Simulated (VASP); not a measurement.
Wanted: the native input for a VASP 6.6.1 run.

| Quantity | Value |
| --- | --- |
| Task | single point |
| Functional | PBE |
| Potentials or basis | VASP PAW PBE potentials, release 64 (Ba_sv, Ca_sv, Zr_sv, Hf_pv, O) |
| Cutoff | 520 eV |
| k mesh | 6 × 6 × 6 |
| Occupations | gaussian, width 0.05 eV |
| Spin | no spin polarisation |
| Dipole correction | no |
| Further INCAR settings | ALGO = Normal; EDIFF = 1e-06; NBANDS = 50 |

The structure of BaCaHfZrO6 lies in POSCAR:

```
BaCaHfZrO6
1.0
    0.0000000000      4.1840599300      4.1840599300
    4.1840599300      0.0000000000      4.1840599300
    4.1840599300      4.1840599300      0.0000000000
Ba Ca Zr Hf O
1 1 1 1 6
Direct
    0.2500000000      0.2500000000      0.2500000000
    0.7500000000      0.7500000000      0.7500000000
    0.5000000000      0.5000000000      0.5000000000
    0.0000000000      0.0000000000      0.0000000000
    0.7518245300      0.2481754700      0.2481754700
    0.2481754700      0.7518245300      0.7518245300
    0.7518245300      0.7518245300      0.2481754700
    0.2481754700      0.2481754700      0.7518245300
    0.2481754700      0.7518245300      0.2481754700
    0.7518245300      0.2481754700      0.7518245300
```

One way to write it, as run:

INCAR

```
ALGO = Normal ; EDIFF = 1E-6
ENCUT = 520 ; GGA = PE
ISIF = 2 ; ISMEAR = 0
LASPH = True ; LCHARG = True
LELF = True ; LREAL = False
LVHAR = True ; LWAVE = False
NBANDS = 50 ; NELM = 100
PREC = Accurate ; SIGMA = 0.05
```

KPOINTS

```
k-points
0
Gamma
  6 6 6
```

Potentials or basis: VASP PAW PBE potentials, release 64 (Ba_sv, Ca_sv, Zr_sv, Hf_pv, O).

Command:

```console
$ cat potpaw_PBE.64/Ba_sv/POTCAR potpaw_PBE.64/Ca_sv/POTCAR potpaw_PBE.64/Zr_sv/POTCAR potpaw_PBE.64/Hf_pv/POTCAR potpaw_PBE.64/O/POTCAR > POTCAR
$ mpirun -np 1 vasp_std > vasp.out
```

It gave:

```
Pressure               : -1.4 GPa
Largest force          : 0.219 eV/Å
Band gap on the k mesh : 3.35 eV
```

Caveat: spin-orbit coupling is left out, which moves the levels of the heavy elements.

It took 2.3 min on 1 thread of Intel(R) Xeon(R) Platinum 8488C (Sapphire Rapids) (shared host), peak memory 0.41 GiB.
